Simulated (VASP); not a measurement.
**Zr: single point with LDA**

Zr:

```
CELL_PARAMETERS angstrom
3.27453 0.00000 0.00000
-1.63727 2.83583 0.00000
0.00000 0.00000 5.21473
ATOMIC_POSITIONS crystal
Zr 0.66667 0.33333 0.75000
Zr 0.33333 0.66667 0.25000
```

This cell differs from its parent crystal: volume scaled by 1.04.

* Program: VASP 6.6.1
* Task: single point
* Functional: LDA
* Potentials or basis: VASP PAW LDA potentials, release 64 (Zr_sv)
* Cutoff: 520 eV
* k mesh: 9 × 9 × 5
* Occupations: fermi-dirac, width 0.05 eV
* Spin: no spin polarisation
* Dipole correction: no
* Further INCAR settings: ALGO = Fast; EDIFF = 1e-07; NBANDS = 19

```
Pressure               : -9.1 GPa
Band gap on the k mesh : zero (band 12 reaches 9.18 eV, above the bottom of band 13 at 8.11 eV)
```

Stress tensor (GPa, compression positive):
```
-9.28  0.00  0.00
 0.00 -9.28  0.00
 0.00  0.00 -8.71
```

Levels at points of the mesh, in eV from the Fermi level:
```csv
k point,band 8,band 9,band 10,band 11,band 12,band 13,band 14,band 15,band 16,band 17
"(0.00, 0.00, 0.00)",-26.35,-5.57,-2.94,0.81,0.81,0.96,1.11,1.46,1.46,2.00
```

Run time: 76 s on 1 thread of Intel Xeon 8259CL (shared host), peak memory 0.12 GiB.
